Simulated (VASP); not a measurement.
Hf, 2 atoms in the cell. Symmetry: P6_3/mmc, No. 194, hexagonal system. The conventional cell has a = 3.287 Å, b = 3.287 Å, c = 4.784 Å, α = 90.00°, β = 90.00°, γ = 120.00°. Hf (site symmetry -6m2) has 12 Hf at 3.05 to 3.29 Å within 4.0 Å.  This cell differs from its parent crystal: ratio of the length along z to the lengths across it x 0.92, volume and fractional coordinates fixed.

```yaml
Program: VASP 6.6.1
Task: single point
Functional: PBEsol
Potentials_or_basis: VASP PAW PBE potentials, release 64 (Hf_pv)
Cutoff: 520 eV
k_mesh: 18 × 18 × 10
Occupations: gaussian, width 0.15 eV
Spin: no spin polarisation
Dipole_correction: no
Further_INCAR_settings: ALGO = Fast; EDIFF = 1e-06; NBANDS = 17
```

Potentials or basis: VASP PAW PBE potentials, release 64 (Hf_pv).

Launch:

```bash
$ cat potpaw_PBE.64/Hf_pv/POTCAR > POTCAR
$ mpirun -np 1 vasp_std > vasp.out
```

Hardware: 1 thread of Intel(R) Xeon(R) 6975P-C (Granite Rapids), on a shared host.

Problem. Estimate the wall time of this run.

Solution. Run time: 50 s on 1 thread of Intel(R) Xeon(R) 6975P-C (Granite Rapids), with other jobs on the host, peak memory 0.26 GiB. Counts: scf iterations 16, k points 222.
